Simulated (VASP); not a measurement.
Runs of VASP 6.6.1 on Tl. The structure is that of space group Fm-3m (No. 225), or close to it. The cells are those of the table. 

```tsv
task	level	spin	cell	k mesh	cutoff (eV)	smearing	gap on the mesh (eV)	pressure (GPa)
single point	PBE	off	a = 3.511 Å, angles 60.0°, 1 atom	9 × 9 × 9	520	fermi-dirac 0.05 eV	none	0.5
relaxation of cell and atoms	BLYP	non-collinear, typed start	relaxed from a = 3.488 Å, angles 60.0°, 1 atom	7 × 7 × 7	600	methfessel-paxton 0.05 eV	none	0.0
single point	PBE	off	a = 3.534 Å, angles 60.0°, 1 atom	9 × 9 × 9	520	fermi-dirac 0.05 eV	none	0.0
single point	PBE	off	a = 3.556 Å, angles 60.0°, 1 atom	9 × 9 × 9	520	fermi-dirac 0.05 eV	none	-0.5
single point	PBE	off	a = 3.525, b = 3.520, c = 3.480 Å, angles 59.2, 59.2, 59.3°, 1 atom	9 × 9 × 9	520	fermi-dirac 0.05 eV	none	(a)
```

Alike in all rows: potentials or basis VASP PAW PBE potentials, release 64 (Tl_d).

Question: Estimate the missing entries.

Answer: (a) 1.1.

Caveats: spin-orbit coupling is left out, which moves the levels of the heavy elements; the PAW data sets were made with another functional, which shifts forces and pressure a little (some runs).

A k mesh can miss the band edges, and the runs leave out spin-orbit coupling on Tl.

A gap of «none» marks levels without a gap at the run's occupations.
